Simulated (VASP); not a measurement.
A run of VASP 6.6.1:

INCAR

```
PREC = Accurate
ENCUT = 520
EDIFF = 1E-6
ISMEAR = 0
SIGMA = 0.05
LREAL = False
LASPH = True
NELM = 60
ALGO = Normal
ISIF = 2
LWAVE = False
LCHARG = False
GGA = PE
NBANDS = 16
```

The input KPOINTS:

```
Automatic mesh
0
Gamma
  12 12 6
```

The input POSCAR:

```
BN
1.0
    2.5539396017      0.0000000000      0.0000000000
   -1.2769698009      2.2117765748      0.0000000000
    0.0000000000      0.0000000000      4.2268550000
B N
2 2
Direct
    0.7683948442      0.5367896883      1.1061861332
    0.3333333333      0.6666666667      0.4997240000
    0.6666666667      0.3333333333      0.6252760000
    0.3333333333      0.6666666667      0.1252760000
```

Potentials or basis: VASP PAW PBE potentials, release 64 (B, N).

Run with:

```sh
$ cat potpaw_PBE.64/B/POTCAR potpaw_PBE.64/N/POTCAR > POTCAR
$ mpirun -np 1 vasp_std > vasp.out
```

Hardware: 1 thread of Intel(R) Xeon(R) 6975P-C (Granite Rapids) (shared host).

Problem. How long does it take, and how much memory?

Solution. Run time: 33 s on 1 thread of Intel(R) Xeon(R) 6975P-C (Granite Rapids) (shared host), peak memory 0.19 GiB. Counts: scf iterations 13, k points 242.
